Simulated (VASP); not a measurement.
# MgS (I-4m2) in VASP: settings compared, part 2 of 2

VASP 6.6.1. The steps go on from the part before.

## 3. Single point, r2SCAN (epitaxial xy strain +2.2%)

File POSCAR:

```
MgS
1.0
    0.0000000000      2.8923068663      2.7412250929
    2.8923068663      0.0000000000      2.7412250929
    2.8923068663      2.8923068663      0.0000000000
Mg S
1 1
Direct
    0.0000000000      0.0000000000      0.0000000000
    0.2500000000      0.2500000000      0.2500000000
```

File INCAR.step1:

```
ALGO = Normal ; EDIFF = 1E-4
ENCUT = 520 ; GGA = PE
ISMEAR = 0 ; LASPH = True
LCHARG = False ; LREAL = False
LWAVE = True ; NBANDS = 11
NELM = 100 ; PREC = Accurate
SIGMA = 0.01
```

File INCAR.step2:

```
ALGO = Normal ; EDIFF = 1E-6
ENCUT = 520 ; ISIF = 2
ISMEAR = 0 ; ISTART = 1
LASPH = True ; LCHARG = False
LMIXTAU = True ; LREAL = False
LWAVE = False ; METAGGA = R2SCAN
NBANDS = 11 ; NELM = 100
PREC = Accurate ; SIGMA = 0.01
```

File KPOINTS:

```
k-points
0
Gamma
  8 8 8
```

Potentials or basis: VASP PAW PBE potentials, release 64 (Mg, S).

Started as:

```sh
> cat potpaw_PBE.64/Mg/POTCAR potpaw_PBE.64/S/POTCAR > POTCAR
> cp INCAR.step1 INCAR
> mpirun -np 1 vasp_std > vasp.out
> cp INCAR.step2 INCAR
> mpirun -np 1 vasp_std > vasp.out
```

OUTCAR:

```text
EDIFF = 1E-6
   ENCUT = 520
   ISIF = 2
   ISMEAR = 0
   ISTART = 1
   LASPH = True
   LREAL = False
   METAGGA = R2SCAN
   NELM = 100
   PREC = Accurate

 ion  position               nearest neighbor table
   1  0.000  0.000  0.000-   2 2.46   2 2.46   2 2.46   2 2.46
   2  0.250  0.250  0.250-   1 2.46   1 2.46   1 2.46   1 2.46

  LATTYP: Found a body centered tetragonal cell.
 ALAT       =     4.0903395969
 C/A-ratio  =     1.3403410783

  Lattice vectors:

 A1 = (   0.0000000000,  -2.8923068663,  -2.7412250929)
 A2 = (   0.0000000000,   2.8923068663,  -2.7412250929)
 A3 = (   2.8923068663,   0.0000000000,   2.7412250929)

Analysis of symmetry for initial positions (statically):
=====================================================================
 Subroutine PRICEL returns:
 Original cell was already a primitive cell.

 Routine SETGRP: Setting up the symmetry group for a
 body centered tetragonal supercell.

 Subroutine GETGRP returns: Found  8 space group operations
 (whereof  8 operations were pure point group operations)
 out of a pool of 16 trial point group operations.

The static configuration has the point symmetry D_2d.

Analysis of symmetry for dynamics (positions and initial velocities):
=====================================================================
 Subroutine PRICEL returns:
 Original cell was already a primitive cell.

 Routine SETGRP: Setting up the symmetry group for a
 body centered tetragonal supercell.

 Subroutine GETGRP returns: Found  8 space group operations
 (whereof  8 operations were pure point group operations)
 out of a pool of 16 trial point group operations.

The dynamic configuration has the point symmetry D_2d.

 Subroutine INISYM returns: Found  8 space group operations
 (whereof  8 operations are pure point group operations),
 and found     1 'primitive' translations

----------------------------------------------------------------------------------------

                                     Primitive cell

  volume of cell :      45.8631

  direct lattice vectors                    reciprocal lattice vectors
     0.000000000  2.892306866  2.741225093    -0.172872390  0.172872390  0.182400198
     2.892306866  0.000000000  2.741225093     0.172872390 -0.172872390  0.182400198
     2.892306866  2.892306866  0.000000000     0.172872390  0.172872390 -0.182400198

  length of vectors
     3.984940905  3.984940905  4.090339597     0.305023866  0.305023866  0.305023866

  position of ions in fractional coordinates (direct lattice)
     0.000000000  0.000000000  0.000000000
     0.250000000  0.250000000  0.250000000

  ion indices of the primitive-cell ions
   primitive index   ion index
                 1           1
                 2           2

----------------------------------------------------------------------------------------

 KPOINTS: k-points

Automatic generation of k-mesh.
 Grid dimensions read from file:
 generate k-points for:    8    8    8

 Generating k-lattice:

  Cartesian coordinates                     Fractional coordinates (reciprocal lattice)
    -0.021609049  0.021609049  0.022800025     0.125000000 -0.000000000  0.000000000
     0.021609049 -0.021609049  0.022800025    -0.000000000  0.125000000  0.000000000
     0.021609049  0.021609049 -0.022800025     0.000000000  0.000000000  0.125000000
[... 40 lines left out ...]
   number of dos      NEDOS =    301   number of ions     NIONS =      2
   total plane-waves  NPLWV =  27000
   dimension x,y,z NGX =    30 NGY =   30 NGZ =   30
   dimension x,y,z NGXF=    60 NGYF=   60 NGZF=   60
   ions per type =               1   1
   NGX,Y,Z   is equivalent  to a cutoff of  12.52, 12.52, 12.19 a.u.
   NGXF,Y,Z  is equivalent  to a cutoff of  25.03, 25.03, 24.39 a.u.
 SYSTEM =  unknown system
   PREC   = accura    normal or accurate (medium, high low for compatibility)
   ISTART =      1    job   : 0-new  1-cont  2-samecut
   ICHARG =      0    charge: 1-file 2-atom 10-const
   ISPIN  =      1    spin polarized calculation?
   LNONCOLLINEAR =      F non collinear calculations
   LSORBIT =      F    spin-orbit coupling
   LASPH  =      T    aspherical Exc in radial PAW
   ENCUT  =  520.0 eV  38.22 Ry    6.18 a.u.   7.41  7.41  7.61*2*pi/ulx,y,z
   NELM   =    100;   NELMIN=  2; NELMDL=  0     # of ELM steps
   EDIFF  = 0.1E-05   stopping-criterion for ELM
   LREAL  =      F    real-space projection
   EDIFFG = 0.1E-04   stopping-criterion for IOM
   NSW    =      0    number of steps for IOM
   IBRION =     -1    ionic relax: 0-MD 1-quasi-New 2-CG
   NFREE  =      0    steps in history (QN), initial steepest desc. (CG)
   ISIF   =      2    stress and relaxation
   ISYM   =      2    0-nonsym 1-usesym 2-fastsym
   POTIM  = 0.5000    time-step for ionic-motion
   TEBEG  =    0.0;   TEEND  =   0.0 temperature during run
   PSTRESS=    0.0 pullay stress
   NELECT =       8.0000    total number of electrons
   NUPDOWN=      -1.0000    fix difference up-down
   EMIN   =  10.00;   EMAX   =-10.00  energy-range for DOS
   EFERMI =   0.00;   METHOD = LEGACY
   ISMEAR =     0;   SIGMA  =   0.01  broadening in eV -4-tet -1-fermi 0-gaus
   EFERMI_NEDOS =   21; number of points for ismear=-14 and -15
   IALGO  =     38    algorithm
   IMIX   =      4    mixing-type and parameters
     AMIX     =   0.40;   BMIX     =  1.00
     AMIX_MAG =   1.60;   BMIX_MAG =  1.00
  volume/ion in A,a.u.               =      22.93       154.75
  Fermi-wavevector in a.u.,A,eV,Ry     =   0.914711  1.728552 11.383932  0.836695
  Thomas-Fermi vector in A             =   2.039369
   LORBIT       =      0    0 simple, 1 ext, 2 COOP (PROOUT), +10 PAW based schemes
   METAGGA = R2SCAN    functional components
   LHFCALC =     F    Hartree Fock is set to
   AEXX    =    0.0000 exact exchange contribution
   IVDW    =     0    specifies the selected vdW correction
   LEPSILON=     F    determine dielectric tensor
   LRPA    =     F    only Hartree local field effects (RPA)
 non-spin polarized calculation
 Gauss-broadening in eV      SIGMA  =   0.01
  energy-cutoff  :      520.00
  volume of cell :       45.86
 maximum number of plane-waves:      1253
 NGX is ok and might be reduce to    30
   NGX = 15   NGY = 15   NGZ = 15

 number of electron       8.0000001 magnetization

 Free energy of the ion-electron system (eV)
  ---------------------------------------------------
  ext. energy  EPLUGINS =         0.00000000
  ---------------------------------------------------
  free energy    TOTEN  =       -15.44298261 eV

  energy without entropy =      -15.44298261  energy(sigma->0) =      -15.44298261

 E-fermi :   0.9079     XC(G=0):  -8.7350

 val. band max:        0.7960432774   @ k =   0.0000   0.0000   0.0000
 cond. band min:       4.7697574824   @ k =   0.0000   0.0000   0.0000
 fundamental gap:      3.9737142050
 Fermi energy:         0.9078898918

 k-point     1 :       0.0000    0.0000    0.0000
  band No.  band energies     occupation
      1     -10.9950      2.00000
      2       0.6669      2.00000
      3       0.6669      2.00000
      4       0.7960      2.00000
      5       4.7698      0.00000
      6       9.2728      0.00000
      7       9.2728      0.00000
      8       9.3074      0.00000
      9      11.6951      0.00000
     10      12.5241      0.00000
     11      15.0096      0.00000
[... 309 lines left out ...]
 k-point    24 :       0.3750   -0.0000    0.1250
  band No.  band energies     occupation
      1     -10.4575      2.00000
      2      -1.7264      2.00000
      3       0.1326      2.00000
      4       0.3466      2.00000
      5       6.8444      0.00000
      6       8.3031      0.00000
      7       9.3413      0.00000
      8       9.9095      0.00000
      9      12.1901      0.00000
     10      13.5576      0.00000
     11      14.5923      0.00000

 [... further k-points ...]

------------------------ aborting loop because EDIFF is reached ----------------------------------------

  FORCE on cell =-STRESS in cart. coord.  units (eV):
  Direction    XX          YY          ZZ          XY          YZ          ZX
  --------------------------------------------------------------------------------------
  -------------------------------------------------------------------------------------
  Total       -0.3871814     -0.3871814     -0.0739494      0.0000000      0.0000000     -0.0000000
  in kB      -13.5257595    -13.5257595     -2.5833404      0.0000000      0.0000000     -0.0000000
  external PRESSURE =      -9.8782864 kB  Pullay stress =       0.0000000 kB

 VOLUME and BASIS-vectors are now :
 -----------------------------------------------------------------------------
  energy-cutoff  :      520.00
  volume of cell :       45.86
      direct lattice vectors                 reciprocal lattice vectors
     0.000000000  2.892306866  2.741225093    -0.172872390  0.172872390  0.182400198
     2.892306866  0.000000000  2.741225093     0.172872390 -0.172872390  0.182400198
     2.892306866  2.892306866  0.000000000     0.172872390  0.172872390 -0.182400198

 POSITION                                       TOTAL-FORCE (eV/Angst)
 -----------------------------------------------------------------------------------
      0.00000      0.00000      0.00000         0.000000      0.000000     -0.000000
      1.44615      1.44615      1.37061        -0.000000     -0.000000      0.000000
 -----------------------------------------------------------------------------------
    total drift:                               -0.000004     -0.000004      0.000001

  FREE ENERGIE OF THE ION-ELECTRON SYSTEM (eV)
  ---------------------------------------------------
  free  energy   TOTEN  =       -15.4429826088 eV

  energy  without entropy=      -15.4429826088  energy(sigma->0) =      -15.44298261
```

Wall time 77 s (1 thread of AMD EPYC 9R45 (Zen 5), shared host); peak memory 0.15 GiB.

Results:

* Free energy: -15.4430 eV
* Pressure: -1.0 GPa
* Band gap on the k mesh: 3.97 eV

Levels at points of the mesh, in eV from the valence-band top:
```csv
k point,band 1,band 2,band 3,band 4,band 5,band 6,band 7,band 8,band 9
"(0.00, 0.00, 0.00)",-11.79,-0.13,-0.13,0.00,3.97,8.48,8.48,8.51,10.90
"(0.50, 0.00, 0.00)",-11.11,-3.20,-0.54,-0.29,5.62,7.85,8.43,9.14,13.45
"(0.50, 0.50, 0.00)",-10.83,-2.71,-1.29,-1.29,4.16,5.88,12.36,12.92,12.92
"(0.50, 0.00, 0.50)",-10.92,-2.96,-1.05,-1.02,4.29,6.29,11.68,12.61,13.64
```

Caveat: the cell differs from its parent crystal (epitaxial xy strain +2.2%); the PAW data sets were made with another functional, which shifts forces and pressure a little. A k mesh can miss the band edges.
